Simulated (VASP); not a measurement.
A run of VASP 6.6.1 is set up as follows.

POSCAR

```
Ti
1.0
   -1.6695661676      1.6695661676      1.6695661676
    1.6695661676     -1.6695661676      1.6695661676
    1.6695661676      1.6695661676     -1.6695661676
Ti
1
Direct
    0.0000000000      0.0000000000      0.0000000000
```

Contents of INCAR.step1:

```
SYSTEM = Ti
PREC = Accurate ; ENCUT = 520
ISMEAR = -1 ; SIGMA = 0.05
LREAL = .FALSE. ; LASPH = .TRUE.
NELM = 150 ; ISPIN = 2
MAGMOM = 1.059 ; LMAXMIX = 4
NBANDS = 16 ; GGA = PE
ALGO = Normal ; EDIFF = 1E-4
LWAVE = .TRUE. ; LCHARG = .FALSE.
```

File INCAR.step2:

```
SYSTEM = Ti
PREC = Accurate ; ENCUT = 520
EDIFF = 1E-7 ; ISMEAR = -1
SIGMA = 0.05 ; LREAL = .FALSE.
LASPH = .TRUE. ; NELM = 150
ALGO = Normal ; ISIF = 2
LWAVE = .FALSE. ; LCHARG = .FALSE.
ISPIN = 2 ; MAGMOM = 1.059
LORBIT = 11 ; LMAXMIX = 4
METAGGA = R2SCAN ; LMIXTAU = .TRUE.
NBANDS = 16 ; ISTART = 1
```

The input KPOINTS:

```
regular mesh
0
G
  22 22 22
  0 0 0
```

Potentials or basis: VASP PAW PBE potentials, release 64 (Ti_sv).

Run with:

```sh
$ cat potpaw_PBE.64/Ti_sv/POTCAR > POTCAR
$ cp INCAR.step1 INCAR
$ mpirun -np 1 vasp_std > vasp.out
$ cp INCAR.step2 INCAR
$ mpirun -np 1 vasp_std > vasp.out
```

(1) Estimate the pressure.

(2) Predict the band gap on the k mesh.

## Answers

(1) -7.3 GPa.

(2) zero (filled and empty bands overlap).

Caveat: the cell stands under tension; the PAW data sets were made with another functional, which shifts forces and pressure a little.
